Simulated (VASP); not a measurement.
# Ge in VASP: a series of runs

Ge is run at these levels: r2SCAN; tasks: single point.

Program: VASP 6.6.1. These are calculated values, not measurements. Logs are shortened: lines on timing, memory, paths and dates and some standing lists are left out, and cuts for length are marked.

### 1 The cell of the first run

The structure is tetragonal, space group I4_1/amd (No. 141). Conventional cell: a = 4.012 Å, b = 4.012 Å, c = 5.696 Å, α = 90.00°, β = 90.00°, γ = 90.00°. Ge (site symmetry -4m2) has 4 Ge at 2.46 Å within 3.2 Å.

### 2 Single point, r2SCAN (uniaxial x strain +0.4%)

Contents of POSCAR:

```
Ge
1.0
    0.0000000000      2.8368735121      2.8368735121
    2.8482210062      0.0000000000      2.8368735121
    2.8482210062      2.8368735121      0.0000000000
Ge
2
Direct
    0.0000000000      0.0000000000      0.0000000000
    0.2500000000      0.2500000000      0.2500000000
```

Contents of INCAR.step1:

```
PREC = Accurate ; ENCUT = 520
ISMEAR = -1 ; SIGMA = 0.02
LREAL = F ; LASPH = T
NELM = 60 ; NBANDS = 21
GGA = PE ; ALGO = Normal
EDIFF = 1E-4 ; LWAVE = T
LCHARG = F
```

Contents of INCAR.step2:

```
PREC = Accurate ; ENCUT = 520
EDIFF = 1E-6 ; ISMEAR = -1
SIGMA = 0.02 ; LREAL = F
LASPH = T ; NELM = 60
ALGO = Normal ; ISIF = 2
LWAVE = F ; LCHARG = F
METAGGA = R2SCAN ; LMIXTAU = T
NBANDS = 21 ; ISTART = 1
```

Contents of KPOINTS:

```
regular mesh
0
Gamma
  8 8 8
```

Potentials or basis: VASP PAW PBE potentials, release 64 (Ge_d).

On the command line:

```bash
$ cat potpaw_PBE.64/Ge_d/POTCAR > POTCAR
$ cp INCAR.step1 INCAR
$ mpirun -np 1 vasp_std > vasp.out
$ cp INCAR.step2 INCAR
$ mpirun -np 1 vasp_std > vasp.out
```

OUTCAR:

```text
PREC = Accurate
   ENCUT = 520
   EDIFF = 1E-6
   ISMEAR = -1
   LREAL = F
   LASPH = T
   NELM = 60
   ISIF = 2
   METAGGA = R2SCAN
   ISTART = 1

 ion  position               nearest neighbor table
   1  0.000  0.000  0.000-   2 2.46   2 2.46   2 2.46   2 2.46
   2  0.250  0.250  0.250-   1 2.46   1 2.46   1 2.46   1 2.46

  LATTYP: Found a body centered tetragonal cell.
 ALAT       =     4.0119449955
 C/A-ratio  =     1.4198704166

  Lattice vectors:

 A1 = (   2.8482210062,   0.0000000000,   2.8368735121)
 A2 = (   2.8482210062,   0.0000000000,  -2.8368735121)
 A3 = (  -2.8482210062,   2.8368735121,   0.0000000000)

Analysis of symmetry for initial positions (statically):
=====================================================================
 Subroutine PRICEL returns:
 Original cell was already a primitive cell.

 Routine SETGRP: Setting up the symmetry group for a
 body centered tetragonal supercell.

 Subroutine GETGRP returns: Found 16 space group operations
 (whereof  8 operations were pure point group operations)
 out of a pool of 16 trial point group operations.

The static configuration has the point symmetry D_2d.
 The point group associated with its full space group is D_4h.

Analysis of symmetry for dynamics (positions and initial velocities):
=====================================================================
 Subroutine PRICEL returns:
 Original cell was already a primitive cell.

 Routine SETGRP: Setting up the symmetry group for a
 body centered tetragonal supercell.

 Subroutine GETGRP returns: Found 16 space group operations
 (whereof  8 operations were pure point group operations)
 out of a pool of 16 trial point group operations.

The dynamic configuration has the point symmetry D_2d.
 The point group associated with its full space group is D_4h.

 Subroutine INISYM returns: Found 16 space group operations
 (whereof  8 operations are pure point group operations),
 and found     1 'primitive' translations

----------------------------------------------------------------------------------------

                                     Primitive cell

  volume of cell :      45.8441

  direct lattice vectors                    reciprocal lattice vectors
     0.000000000  2.836873512  2.836873512    -0.175548175  0.176250368  0.176250368
     2.848221006  0.000000000  2.836873512     0.175548175 -0.176250368  0.176250368
     2.848221006  2.836873512  0.000000000     0.175548175  0.176250368 -0.176250368

  length of vectors
     4.011944996  4.019976893  4.019976893     0.304869720  0.304869720  0.304869720

  position of ions in fractional coordinates (direct lattice)
     0.000000000  0.000000000  0.000000000
     0.250000000  0.250000000  0.250000000

  ion indices of the primitive-cell ions
   primitive index   ion index
                 1           1
                 2           2

----------------------------------------------------------------------------------------

 KPOINTS: regular mesh

Automatic generation of k-mesh.
 Grid dimensions read from file:
 generate k-points for:    8    8    8

 Generating k-lattice:

  Cartesian coordinates                     Fractional coordinates (reciprocal lattice)
    -0.021943522  0.022031296  0.022031296     0.125000000 -0.000000000 -0.000000000
     0.021943522 -0.022031296  0.022031296     0.000000000  0.125000000  0.000000000
     0.021943522  0.022031296 -0.022031296     0.000000000  0.000000000  0.125000000

  Length of vectors
     0.038108715  0.038108715  0.038108715

  Shift w.r.t. Gamma in fractional coordinates (k-lattice)
     0.000000000  0.000000000  0.000000000

 Subroutine IBZKPT returns following result:
 ===========================================

 Found     59 irreducible k-points:

 Following reciprocal coordinates:
            Coordinates               Weight
  0.000000  0.000000  0.000000      1.000000
  0.125000  0.000000  0.000000      8.000000
  0.250000  0.000000  0.000000      8.000000
  0.375000 -0.000000 -0.000000      8.000000
  0.500000  0.000000  0.000000      4.000000
  0.125000  0.125000  0.000000      4.000000
[... 16 lines left out ...]
  0.250000  0.125000  0.125000      4.000000
  0.375000  0.125000  0.125000      8.000000
 [... further k-points ...]
   k-points           NKPTS =     59   k-points in BZ     NKDIM =     59   number of bands    NBANDS=     21
   number of dos      NEDOS =    301   number of ions     NIONS =      2
   total plane-waves  NPLWV =  27000
   dimension x,y,z NGX =    30 NGY =   30 NGZ =   30
   dimension x,y,z NGXF=    60 NGYF=   60 NGZF=   60
   ions per type =               2
   NGX,Y,Z   is equivalent  to a cutoff of  12.43, 12.41, 12.41 a.u.
   NGXF,Y,Z  is equivalent  to a cutoff of  24.86, 24.81, 24.81 a.u.
 SYSTEM =  unknown system
   PREC   = accura    normal or accurate (medium, high low for compatibility)
   ISTART =      1    job   : 0-new  1-cont  2-samecut
   ICHARG =      0    charge: 1-file 2-atom 10-const
   ISPIN  =      1    spin polarized calculation?
   LNONCOLLINEAR =      F non collinear calculations
   LSORBIT =      F    spin-orbit coupling
   LASPH  =      T    aspherical Exc in radial PAW
   ENCUT  =  520.0 eV  38.22 Ry    6.18 a.u.   7.46  7.47  7.47*2*pi/ulx,y,z
   NELM   =     60;   NELMIN=  2; NELMDL=  0     # of ELM steps
   EDIFF  = 0.1E-05   stopping-criterion for ELM
   LREAL  =      F    real-space projection
   EDIFFG = 0.1E-04   stopping-criterion for IOM
   NSW    =      0    number of steps for IOM
   IBRION =     -1    ionic relax: 0-MD 1-quasi-New 2-CG
   NFREE  =      0    steps in history (QN), initial steepest desc. (CG)
   ISIF   =      2    stress and relaxation
   ISYM   =      2    0-nonsym 1-usesym 2-fastsym
   POTIM  = 0.5000    time-step for ionic-motion
   TEBEG  =    0.0;   TEEND  =   0.0 temperature during run
   PSTRESS=    0.0 pullay stress
   NELECT =      28.0000    total number of electrons
   NUPDOWN=      -1.0000    fix difference up-down
   EMIN   =  10.00;   EMAX   =-10.00  energy-range for DOS
   EFERMI =   0.00;   METHOD = LEGACY
   ISMEAR =    -1;   SIGMA  =   0.02  broadening in eV -4-tet -1-fermi 0-gaus
   EFERMI_NEDOS =   21; number of points for ismear=-14 and -15
   IALGO  =     38    algorithm
   IMIX   =      4    mixing-type and parameters
     AMIX     =   0.40;   BMIX     =  1.00
     AMIX_MAG =   1.60;   BMIX_MAG =  1.00
  volume/ion in A,a.u.               =      22.92       154.69
  Fermi-wavevector in a.u.,A,eV,Ry     =   1.388992  2.624814 26.249690  1.929298
  Thomas-Fermi vector in A             =   2.513065
   LORBIT       =      0    0 simple, 1 ext, 2 COOP (PROOUT), +10 PAW based schemes
   METAGGA = R2SCAN    functional components
   LHFCALC =     F    Hartree Fock is set to
   AEXX    =    0.0000 exact exchange contribution
   IVDW    =     0    specifies the selected vdW correction
   LEPSILON=     F    determine dielectric tensor
   LRPA    =     F    only Hartree local field effects (RPA)
 non-spin polarized calculation
  energy-cutoff  :      520.00
  volume of cell :       45.84
 maximum number of plane-waves:      1251
 NGX is ok and might be reduce to    30
   NGX = 15   NGY = 15   NGZ = 15

 number of electron      28.0000012 magnetization

 Free energy of the ion-electron system (eV)
  ---------------------------------------------------
  ext. energy  EPLUGINS =         0.00000000
  ---------------------------------------------------
  free energy    TOTEN  =       -27.73573529 eV

  energy without entropy =      -27.73573331  energy(sigma->0) =      -27.73573430

 E-fermi :   4.8366     XC(G=0): -10.7536

 val. band max:        4.6920835631   @ k =   0.0000   0.0000   0.0000
 cond. band min:       4.9655916452   @ k =   0.0000   0.0000   0.0000
 fundamental gap:      0.2735080821
 Fermi energy:         4.8365794508

 k-point     1 :       0.0000    0.0000    0.0000
  band No.  band energies     occupation
      1     -20.7966      2.00000
      2     -20.7965      2.00000
      3     -20.7955      2.00000
      4     -20.7581      2.00000
      5     -20.7576      2.00000
      6     -20.5481      2.00000
[... 13 lines left out ...]
     20      14.5435      0.00000
     21      14.6247      0.00000

 k-point     2 :       0.1250    0.0000    0.0000
  band No.  band energies     occupation
      1     -20.8046      2.00000
      2     -20.8039      2.00000
      3     -20.7937      2.00000
      4     -20.7465      2.00000
      5     -20.7462      2.00000
      6     -20.5574      2.00000
[... 13 lines left out ...]
     20      13.6888      0.00000
     21      13.7454      0.00000

 k-point     3 :       0.2500    0.0000    0.0000
  band No.  band energies     occupation
      1     -20.8149      2.00000
      2     -20.8140      2.00000
      3     -20.7875      2.00000
      4     -20.7289      2.00000
      5     -20.7287      2.00000
      6     -20.5700      2.00000
[... 13 lines left out ...]
     20      13.4638      0.00000
     21      13.4802      0.00000

 k-point     4 :       0.3750   -0.0000   -0.0000
  band No.  band energies     occupation
      1     -20.8201      2.00000
      2     -20.8190      2.00000
      3     -20.7812      2.00000
      4     -20.7182      2.00000
      5     -20.7181      2.00000
      6     -20.5765      2.00000
[... 13 lines left out ...]
     20      14.6779      0.00000
     21      14.6972      0.00000

 k-point     5 :       0.5000    0.0000    0.0000
  band No.  band energies     occupation
      1     -20.8214      2.00000
      2     -20.8202      2.00000
      3     -20.7785      2.00000
      4     -20.7153      2.00000
      5     -20.7153      2.00000
      6     -20.5778      2.00000
[... 13 lines left out ...]
     20      16.4173      0.00000
     21      16.4777      0.00000
[... 382 lines left out ...]
     20      16.9004      0.00000
     21      18.1224      0.00000

 k-point    22 :       0.0000    0.1250    0.1250
  band No.  band energies     occupation
      1     -20.8035      2.00000
      2     -20.8024      2.00000
      3     -20.8024      2.00000
      4     -20.7485      2.00000
      5     -20.7338      2.00000
      6     -20.5812      2.00000
[... 13 lines left out ...]
     20      12.9002      0.00000
     21      14.9008      0.00000

 k-point    23 :       0.2500    0.1250    0.1250
  band No.  band energies     occupation
      1     -20.8160      2.00000
      2     -20.8078      2.00000
      3     -20.7895      2.00000
      4     -20.7392      2.00000
      5     -20.7271      2.00000
      6     -20.5774      2.00000
[... 13 lines left out ...]
     20      13.7426      0.00000
     21      13.8296      0.00000

 k-point    24 :       0.3750    0.1250    0.1250
  band No.  band energies     occupation
      1     -20.8242      2.00000
      2     -20.8208      2.00000
      3     -20.7750      2.00000
      4     -20.7264      2.00000
      5     -20.7080      2.00000
      6     -20.5922      2.00000
[... 13 lines left out ...]
     20      14.1521      0.00000
     21      15.6392      0.00000

 [... further k-points ...]
[... 5 lines left out ...]
  --------------------------------------------------------------------------------------
  -------------------------------------------------------------------------------------
  Total       -0.1336919     -0.0384848     -0.0384848      0.0000000      0.0000000      0.0000000
  in kB       -4.6723147     -1.3449823     -1.3449823      0.0000000      0.0000000      0.0000000
  external PRESSURE =      -2.4540931 kB  Pullay stress =       0.0000000 kB

 VOLUME and BASIS-vectors are now :
 -----------------------------------------------------------------------------
  energy-cutoff  :      520.00
  volume of cell :       45.84
      direct lattice vectors                 reciprocal lattice vectors
     0.000000000  2.836873512  2.836873512    -0.175548175  0.176250368  0.176250368
     2.848221006  0.000000000  2.836873512     0.175548175 -0.176250368  0.176250368
     2.848221006  2.836873512  0.000000000     0.175548175  0.176250368 -0.176250368

 POSITION                                       TOTAL-FORCE (eV/Angst)
 -----------------------------------------------------------------------------------
      0.00000      0.00000      0.00000         0.000000     -0.000000     -0.000000
      1.42411      1.41844      1.41844         0.000000      0.000000      0.000000
 -----------------------------------------------------------------------------------
    total drift:                                0.000000      0.000000      0.000000

  FREE ENERGIE OF THE ION-ELECTRON SYSTEM (eV)
  ---------------------------------------------------
  free  energy   TOTEN  =       -27.7357352941 eV

  energy  without entropy=      -27.7357333138  energy(sigma->0) =      -27.73573430
```

Wall time 1.9 min (1 thread of Intel Xeon Platinum 8488C (Sapphire Rapids), shared host); peak memory 0.19 GiB.

Results:

* Free energy: -27.7357 eV
* Pressure: -0.2 GPa
* Band gap on the k mesh: 0.27 eV, direct

Caveat: the cell differs from its parent crystal (uniaxial x strain +0.4%); the PAW data sets were made with another functional, which shifts forces and pressure a little. A k mesh can miss the band edges.

### 3 Single point, r2SCAN (strain along [111] +4.3%)

Contents of POSCAR:

```
Ge
1.0
    0.0815128322      2.9183863444      2.9183863444
    2.9183863444      0.0815128322      2.9183863444
    2.9183863444      2.9183863444      0.0815128322
Ge
2
Direct
    0.0013966861      0.0013966861      0.0013966861
    0.2486033139      0.2486033139      0.2486033139
```

Contents of INCAR.step1:

```
ALGO     = Normal         # electronic algorithm
EDIFF    = 1E-4           # SCF threshold, eV
ENCUT    = 520            # plane-wave cutoff, eV
GGA      = PE             # functional
ISMEAR   = -1             # smearing method
LASPH    = True           # aspherical terms in the spheres
LCHARG   = False          # write CHGCAR
LREAL    = False          # projectors in reciprocal space
LWAVE    = True           # write WAVECAR
NBANDS   = 21             # bands
NELM     = 60             # most SCF steps
PREC     = Accurate       # precision mode
SIGMA    = 0.02           # smearing width, eV
```

Contents of INCAR.step2:

```
ALGO     = Normal         # electronic algorithm
EDIFF    = 1E-6           # SCF threshold, eV
ENCUT    = 520            # plane-wave cutoff, eV
ISIF     = 2              # what is computed and relaxed
ISMEAR   = -1             # smearing method
ISTART   = 1            
LASPH    = True           # aspherical terms in the spheres
LCHARG   = False          # write CHGCAR
LMIXTAU  = True         
LREAL    = False          # projectors in reciprocal space
LWAVE    = False          # write WAVECAR
METAGGA  = R2SCAN         # meta-GGA
NBANDS   = 21             # bands
NELM     = 60             # most SCF steps
PREC     = Accurate       # precision mode
SIGMA    = 0.02           # smearing width, eV
```

Contents of KPOINTS:

```
k-points
0
Gamma
  8 8 8
```

Potentials or basis: VASP PAW PBE potentials, release 64 (Ge_d).

On the command line:

```bash
$ cat potpaw_PBE.64/Ge_d/POTCAR > POTCAR
$ cp INCAR.step1 INCAR
$ mpirun -np 1 vasp_std > vasp.out
$ cp INCAR.step2 INCAR
$ mpirun -np 1 vasp_std > vasp.out
```

Wall time 1.7 min (1 thread of Intel Xeon Platinum 8488C (Sapphire Rapids), shared host); peak memory 0.21 GiB.

Results (log left out):

| Item | Value |
| --- | --- |
| Free energy | -27.6986 eV |
| Pressure | -2.5 GPa |
| Largest force | 0.004 eV/Å |
| Band gap on the k mesh | zero (filled and empty bands touch) |

Forces in eV/Å, atoms in the order of the input:
```
Ge   0.002  0.002  0.002
Ge  -0.002 -0.002 -0.002
```

Stress tensor (GPa, compression positive):
```
-2.49 -1.72 -1.72
-1.72 -2.49 -1.72
-1.72 -1.72 -2.49
```

Levels at points of the mesh, in eV from the Fermi level:
```tsv
k point	band 10	band 11	band 12	band 13	band 14	band 15	band 16	band 17	band 18	band 19
(0.00, 0.00, 0.00)	-25.27	-13.00	-0.30	-0.26	0.02	0.02	2.42	2.76	2.76	6.86
(0.50, 0.00, 0.00)	-25.24	-10.86	-7.72	-1.62	-1.49	0.04	3.74	3.93	7.44	10.39
(0.50, 0.50, 0.00)	-25.23	-9.19	-9.03	-3.28	-2.97	0.73	1.16	9.46	9.50	11.68
(0.50, 0.50, 0.50)	-25.24	-11.15	-7.73	-1.27	-1.27	0.63	4.04	4.04	7.77	10.63
```

Caveat: the cell differs from its parent crystal (strain along [111] +4.3%); the PAW data sets were made with another functional, which shifts forces and pressure a little.
